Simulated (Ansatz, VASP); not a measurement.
**ZnS in VASP and in Ansatz**

```
CELL_PARAMETERS angstrom
3.69447 0.00000 0.00000
-1.84724 3.19951 0.00000
0.00000 0.00000 12.27947
ATOMIC_POSITIONS crystal
Zn 0.00000 0.00000 0.00011
Zn 0.00000 0.00000 0.50011
Zn 0.33333 0.66667 0.25007
Zn 0.66667 0.33333 0.75007
S 0.00000 0.00000 0.18724
S 0.00000 0.00000 0.68724
S 0.33333 0.66667 0.43758
S 0.66667 0.33333 0.93758
```

Change from the starting cell: strain -0.030 along x and y, -0.015 along z, atoms carried along.

Alike in both runs: task single point; functional r2SCAN; k mesh 6 × 6 × 2; occupations gaussian, width 0.05 eV; no spin polarisation.

```csv
,VASP,Ansatz
version,VASP 6.6.1,Ansatz 0.2.0
potentials or method,"VASP PAW PBE potentials, release 64 (Zn, S), cutoff 520 eV","scalar-relativistic, plane waves, PAW"
valence electrons in the cell,72,72
```

Ansatz gave:

- gap on the k mesh at the Fermi level (eV): 3.06
- least direct gap on the mesh (eV): 3.06
- pressure (GPa): 7.1
- traceless stress, the component that is largest in VASP (GPa): -1.88
- rms of the force components (eV/Å): 0.091

Task: Estimate VASP's values.

Result: gap on the k mesh at the Fermi level (eV): 3.08; least direct gap on the mesh (eV): 3.08; pressure (GPa): 7.1; traceless stress, the component that is largest in VASP (GPa): -1.89; rms of the force components (eV/Å): 0.096.

VASP's potentials were made for PBE, not for r2SCAN. Atom by atom the forces differ by 0.006 eV/Å (rms over components). The functional is the same, so the differences come from potentials, cutoffs and numerics.
